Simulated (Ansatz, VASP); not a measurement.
## One calculation of GaN, two programs

The input POSCAR:

```
GaN
1.0
    0.0000000000      1.8899000366      1.8899000366
    1.8899000366      0.0000000000      1.8899000366
    1.8899000366      1.8899000366      0.0000000000
Ga N
1 1
Direct
    0.0000000000      0.0000000000      0.0000000000
    0.5000000000      0.5000000000      0.5000000000
```

File INCAR.step1:

```
SYSTEM = GaN
PREC = Accurate ; ENCUT = 520
ISMEAR = -1 ; SIGMA = 0.1
LREAL = .False. ; LASPH = .True.
NELM = 100 ; NBANDS = 16
GGA = PE ; ALGO = Normal
EDIFF = 1E-4 ; LWAVE = .True.
LCHARG = .False.
```

File INCAR.step2:

```
SYSTEM = GaN
PREC = Accurate ; ENCUT = 520
EDIFF = 1E-7 ; ISMEAR = -1
SIGMA = 0.1 ; LREAL = .False.
LASPH = .True. ; NELM = 100
ALGO = Normal ; ISIF = 2
LWAVE = .False. ; LCHARG = .False.
METAGGA = R2SCAN ; LMIXTAU = .True.
NBANDS = 16 ; ISTART = 1
```

KPOINTS

```
regular mesh
0
Gamma
  15 15 15
  0 0 0
```

Input for Ansatz:

```yaml
crystal:
  lattice:
    - [0.0, 1.8899000366, 1.8899000366]
    - [1.8899000366, 0.0, 1.8899000366]
    - [1.8899000366, 1.8899000366, 0.0]
  atoms:
    - { symbol: Ga, position: [0.0, 0.0, 0.0] }
    - { symbol: "N", position: [0.5, 0.5, 0.5] }
kpoints:
  mp_grid: { grid: [15, 15, 15] }
scf:
  occupations: { method: fermi_dirac, width: 0.1 }
hamiltonian:
  xc: r2scan
  pseudopotentials: { kind: paw }
output:
  forces: true
  stress: true
  eigenvalues: true
  populations: true
```

Change from the starting cell: volume scaled by 0.72, PAW files.

Alike in both runs: task single point; functional r2SCAN; k mesh 15 × 15 × 15; occupations fermi-dirac, width 0.1 eV; no spin polarisation.

|  | VASP | Ansatz |
| --- | --- | --- |
| version | VASP 6.6.1 | Ansatz 0.2.0 |
| potentials or method | VASP PAW PBE potentials, release 64 (Ga_d, N) | PAW with Ansatz's default frozen-core files, scalar-relativistic |
| plane-wave cutoff (eV) | 520 | 500 |
| valence electrons in the cell | 18 | 18 |

```tsv
	VASP	Ansatz	Ansatz less VASP
gap on the k mesh at the Fermi level (eV)	3.75	3.80	+0.058
pressure (GPa)	169.7	165.1	-4.56
```

VASP's potentials were made for PBE, not for r2SCAN. Both programs put the cell under a high pressure, so it lies far from rest at this level.

Noted on VASP's run: the cell as given lies far from equilibrium.
